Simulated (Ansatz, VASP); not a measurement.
# One calculation of PbF2, two programs

File INCAR:

```
ALGO = Normal
EDIFF = 1E-7
ENCUT = 520
GGA = CA
ISIF = 2
ISMEAR = -1
LASPH = T
LCHARG = F
LREAL = F
LWAVE = F
NBANDS = 21
NELM = 60
PREC = Accurate
SIGMA = 0.03
```

KPOINTS

```
k-points
0
Gamma
  7 7 7
```

POSCAR

```
PbF2
1.0
    0.0000000000      2.9599173171      2.9599173171
    2.9599173171      0.0000000000      2.9599173171
    2.9599173171      2.9599173171      0.0000000000
Pb F
1 2
Direct
    0.0000000000      0.0000000000      0.0000000000
    0.2500000000      0.2500000000      0.2500000000
    0.7500000000      0.7500000000      0.7500000000
```

Input for Ansatz:

```yaml
crystal:
  lattice:
    - [0.0, 2.9599173171, 2.9599173171]
    - [2.9599173171, 0.0, 2.9599173171]
    - [2.9599173171, 2.9599173171, 0.0]
  atoms:
    - { symbol: Pb, position: [0.0, 0.0, 0.0] }
    - { symbol: F, position: [0.25, 0.25, 0.25] }
    - { symbol: F, position: [0.75, 0.75, 0.75] }
kpoints:
  mp_grid: { grid: [7, 7, 7] }
  band_path:
    path:
      - [0.0, 0.0, 0.0]
      - [0.5, 0.0, 0.5]
      - [0.625, 0.25, 0.625]
      - [0.375, 0.375, 0.75]
      - [0.0, 0.0, 0.0]
      - [0.5, 0.5, 0.5]
      - [0.5, 0.25, 0.75]
      - [0.5, 0.0, 0.5]
    npoints: 5
scf:
  occupations: { method: fermi_dirac, width: 0.03 }
hamiltonian:
  xc: lda
  pseudopotentials: { kind: all_electron, lapw: { basis_error: 0.0005 } }
output:
  forces: true
  stress: true
  eigenvalues: true
```

Change from the starting cell: volume scaled by 0.99.

Alike in both runs: task single point; functional LDA; k mesh 7 × 7 × 7; occupations fermi-dirac, width 0.03 eV; no spin polarisation.

|  | VASP | Ansatz |
| --- | --- | --- |
| version | VASP 6.6.1 | Ansatz 0.2.0 |
| potentials or method | VASP PAW LDA potentials, release 64 (Pb_d, F), cutoff 520 eV | all-electron LAPW, scalar-relativistic |

Ansatz gave:

| Item | Value |
| --- | --- |
| gap on the k mesh at the Fermi level (eV) | 4.28 |
| pressure (GPa) | -4.2 |

Task: Estimate VASP's values.

Result: gap on the k mesh at the Fermi level (eV): 4.26; pressure (GPa): -4.3.

LDA's correlation is that of Perdew and Zunger in VASP and of Perdew and Wang (1992) in Ansatz. Ansatz ran all-electron here, and VASP with PAW potentials.

Neither program's run includes spin-orbit coupling.
